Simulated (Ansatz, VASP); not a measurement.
## Two plane-wave programs on Y

File INCAR:

```
ALGO = Normal ; EDIFF = 1E-6
ENCUT = 500 ; GGA = PE
GGA_COMPAT = False ; ISIF = 2
ISMEAR = -1 ; LASPH = True
LCHARG = True ; LELF = True
LREAL = False ; LVHAR = True
LWAVE = False ; NBANDS = 24
NELM = 120 ; PREC = Accurate
SIGMA = 0.1
```

File KPOINTS:

```
k-points
0
Gamma
  7 7 10
```

POSCAR

```
Y
1.0
    5.8696733906      0.0000000000      0.0000000000
   -2.9348366953      5.0832862682      0.0000000000
    0.0000000000      0.0000000000      3.6650647279
Y
3
Direct
    0.0000000000      1.0000000000      0.0000000000
    0.3333333333      0.6666666667      0.5000000000
    0.6666666667      0.3333333333      0.5000000000
```

Input for Ansatz:

```yaml
crystal:
  lattice:
    - [5.8696733906, 0.0, 0.0]
    - [-2.9348366953, 5.0832862682, 0.0]
    - [0.0, 0.0, 3.6650647279]
  atoms:
    - { symbol: "Y", position: [0.0, 1.0, 0.0] }
    - { symbol: "Y", position: [0.3333333333, 0.6666666667, 0.5] }
    - { symbol: "Y", position: [0.6666666667, 0.3333333333, 0.5] }
hamiltonian:
  xc: pbe
  pseudopotentials:
    kind: paw
    azcp:
      "Y": "pseudopotentials/Y.paw.azcp"
basis:
  ecutwfc: 420
  fft_grid_basis: typed
kpoints:
  mp_grid: { grid: [7, 7, 10], shift: [0, 0, 0] }
magnetization:
  spin_polarized: false
scf:
  occupations: { method: fermi_dirac, width: 0.1 }
  lower_state_search: "off"
output:
  stress: true
  write_density: true
  write_potential: true
  elf: true
  volumetric_format: npy
```

Alike in both runs: task single point; functional PBE; k mesh 7 × 7 × 10; occupations fermi-dirac, width 0.1 eV; no spin polarisation.

```csv
,VASP,Ansatz
version,VASP 6.6.1,Ansatz 0.2.0
potentials or method,"VASP PAW PBE potentials, release 64 (Y_sv), cutoff 500 eV","plane waves (420 eV) with PAW, scalar-relativistic"
valence electrons in the cell,33,33
```

```tsv
	VASP	Ansatz	Ansatz less VASP
pressure (GPa)	-3.8	-3.7	+0.07
traceless stress, the component that is largest in VASP (GPa)	0.14	0.14	-0.001
```

With one functional, cell and mesh, what is left measures potentials, basis and numerics.
